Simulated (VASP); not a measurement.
Input of a VASP 6.6.1 run:

The input INCAR:

```
SYSTEM = PtSe2
PREC = Accurate ; ENCUT = 520
EDIFF = 1E-6 ; ISMEAR = 0
SIGMA = 0.1 ; LREAL = .False.
LASPH = .True. ; NELM = 100
ALGO = Normal ; ISIF = 2
LWAVE = .False. ; LCHARG = .False.
GGA = PS ; IVDW = 12
NBANDS = 18
```

Contents of KPOINTS:

```
Automatic mesh
0
Gamma
  12 12 8
  0 0 0
```

Contents of POSCAR:

```
PtSe2
1.0
    3.7531025620      0.0000000000      0.0000000000
   -1.8765512810      3.2502821617      0.0000000000
    0.0000000000      0.0000000000      4.7393244687
Pt Se
1 2
Direct
    0.0000000000      0.0000000000      0.0000000000
    0.3333333333      0.6666666667      0.2667406368
    0.6666666667      0.3333333333      0.7332593632
```

Potentials or basis: VASP PAW PBE potentials, release 64 (Pt, Se).

Launch:

```bash
$ cat potpaw_PBE.64/Pt/POTCAR potpaw_PBE.64/Se/POTCAR > POTCAR
$ mpirun -np 1 vasp_std > vasp.out
```

(1) What does it give for the band gap on the k mesh?

(2) What does it give for the pressure?

(3) Predict the dispersion energy per atom.

(4) Predict the largest force.

## Answers

(1) zero (bands 11 and 12 overlap by 0.94 eV).

(2) -2.1 GPa.

(3) -0.450 eV.

(4) 0.010 eV/Å.

Caveat: the PAW data sets were made with another functional, which shifts forces and pressure a little; spin-orbit coupling is left out, which moves the levels of the heavy elements.
